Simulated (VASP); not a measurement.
# HfC (R-3m) in VASP: notebook, part 2 of 2

VASP 6.6.1.

**4. Electric field gradients, PBEsol (equal xy, yz and zx shear strains of -1 %)**

The input, INCAR:

```
PREC = Accurate
ENCUT = 520
EDIFF = 1E-8
ISMEAR = -1
SIGMA = 0.05
LREAL = False
LASPH = True
NELM = 60
ALGO = Normal
ISIF = 2
LWAVE = False
LCHARG = False
GGA = PS
LEFG = True
NBANDS = 14
```

The input, KPOINTS:

```
Automatic mesh
0
Gamma
  15 15 15
```

The input, POSCAR:

```
HfC
1.0
   -0.0232500000      2.3133750000      2.3133750000
    2.3133750000     -0.0232500000      2.3133750000
    2.3133750000      2.3133750000     -0.0232500000
Hf C
1 1
Direct
    0.5000000000      0.5000000000      0.5000000000
    0.0000000000      0.0000000000      0.0000000000
```

Potentials or basis: VASP PAW PBE potentials, release 64 (Hf_pv, C).

Started as:

```
$ cat potpaw_PBE.64/Hf_pv/POTCAR potpaw_PBE.64/C/POTCAR > POTCAR
$ mpirun -np 1 vasp_std > vasp.out
```

OUTCAR:

```text
PREC = Accurate
   ENCUT = 520
   EDIFF = 1E-8
   ISMEAR = -1
   LREAL = False
   LASPH = True
   NELM = 60
   ISIF = 2
   GGA = PS

 ion  position               nearest neighbor table
   1  0.500  0.500  0.500-   2 2.33   2 2.33   2 2.33   2 2.33   2 2.33   2 2.33
   2  0.000  0.000  0.000-   1 2.33   1 2.33   1 2.33   1 2.33   1 2.33   1 2.33

  LATTYP: Found a trigonal (rhomboedric) cell.
 ALAT       =     3.2716889130
 COS(alpha) =     0.4899250057

  Lattice vectors:

 A1 = (  -0.0232500000,   2.3133750000,   2.3133750000)
 A2 = (   2.3133750000,  -0.0232500000,   2.3133750000)
 A3 = (   2.3133750000,   2.3133750000,  -0.0232500000)

Analysis of symmetry for initial positions (statically):
=====================================================================
 Subroutine PRICEL returns:
 Original cell was already a primitive cell.

[... 597 lines left out ...]
  energy-cutoff  :      520.00
  volume of cell :       25.13
      direct lattice vectors                 reciprocal lattice vectors
    -0.023250000  2.313375000  2.313375000    -0.212903118  0.215064571  0.215064571
     2.313375000 -0.023250000  2.313375000     0.215064571 -0.212903118  0.215064571
     2.313375000  2.313375000 -0.023250000     0.215064571  0.215064571 -0.212903118

 POSITION                                       TOTAL-FORCE (eV/Angst)
 -----------------------------------------------------------------------------------
      2.30175      2.30175      2.30175         0.000000      0.000000     -0.000000
      0.00000      0.00000      0.00000        -0.000000     -0.000000      0.000000
 -----------------------------------------------------------------------------------
    total drift:                                0.000000     -0.000000      0.000000

  FREE ENERGIE OF THE ION-ELECTRON SYSTEM (eV)
  ---------------------------------------------------
  free  energy   TOTEN  =       -22.1765487297 eV

  energy  without entropy=      -22.1735550467  energy(sigma->0) =      -22.17505189

 Electric field gradients (V/A^2)
---------------------------------------------------------------------
 ion       V_xx      V_yy      V_zz      V_xy      V_xz      V_yz
---------------------------------------------------------------------
   1       0.000     0.000    -0.000     1.253     1.253     1.253
   2      -0.000    -0.000    -0.000     0.237     0.237     0.237
---------------------------------------------------------------------

 Electric field gradients after diagonalization (V/A^2)
 (convention: |V_zz| > |V_xx| > |V_yy|)
----------------------------------------------------------------------
 ion       V_xx      V_yy      V_zz     asymmetry (V_yy - V_xx)/ V_zz
----------------------------------------------------------------------
   1      -1.253    -1.253     2.506       0.000
   2      -0.237    -0.237     0.474       0.000
----------------------------------------------------------------------

           NMR quadrupolar parameters

 Cq : quadrupolar parameter    Cq=e*Q*V_zz/h
 eta: asymmetry parameters     (V_yy - V_xx)/ V_zz
 Q  : nuclear electric quadrupole moment in mb (millibarn)
----------------------------------------------------------------------
 ion       Cq(MHz)       eta       Q (mb)
----------------------------------------------------------------------
   1       0.006       0.000       1.000
   2       0.001       0.000       1.000
----------------------------------------------------------------------
```

stdout:

```text
POSCAR found type information on POSCAR HfC
 POSCAR found :  2 types and       2 ions
 scaLAPACK will be used
 -----------------------------------------------------------------------------
|                                                                             |
|                                                                             |
|     You enforced a specific xc type in the INCAR file but a different       |
|     I HOPE YOU KNOW WHAT YOU ARE DOING!                                     |
|                                                                             |
 -----------------------------------------------------------------------------

 LDA part: xc-table for (Slater+PW92), standard interpolation
 POSCAR, INCAR and KPOINTS ok, starting setup
 FFT: planning ... GRIDC
 FFT: planning ... GRID_SOFT
 FFT: planning ... GRID
 WAVECAR not read
 entering main loop
ion   1

ion   2
```

Wall time 1.8 min (1 thread of Intel Xeon 8259CL, shared host); peak memory 0.25 GiB.

What came out:

```
Free energy                             : -22.1765 eV
Pressure                                : -7.0 GPa
Band gap on the k mesh                  : zero (bands 7 and 8 overlap by 1.46 eV)
Largest electric field gradient by atom : Hf +2.5; C +0.5 V/Å²
```

Stress tensor (GPa, compression positive):
```
-6.98  1.62  1.62
 1.62 -6.98  1.62
 1.62  1.62 -6.98
```

Levels at points of the mesh, in eV from the Fermi level:
```tsv
k point	band 4	band 5	band 6	band 7	band 8	band 9	band 10	band 11
(0.00, 0.00, 0.00)	-12.26	1.03	1.03	1.12	1.30	1.30	1.52	3.40
```

Electric field gradients, principal values (V/Å²):
```
atom   least  middle  greatest (by size)
1 Hf  -1.253  -1.253               2.506
 2 C  -0.237  -0.237               0.474
```

Caveat: the cell differs from its parent crystal (equal xy, yz and zx shear strains of -1 %); the cell stands under tension; without QUAD_EFG the Cq values of the log hold for a quadrupole moment of 1 mb, not for the nuclei; the PAW data sets were made with another functional, which shifts forces and pressure a little; spin-orbit coupling is left out, which moves the levels of the heavy elements.
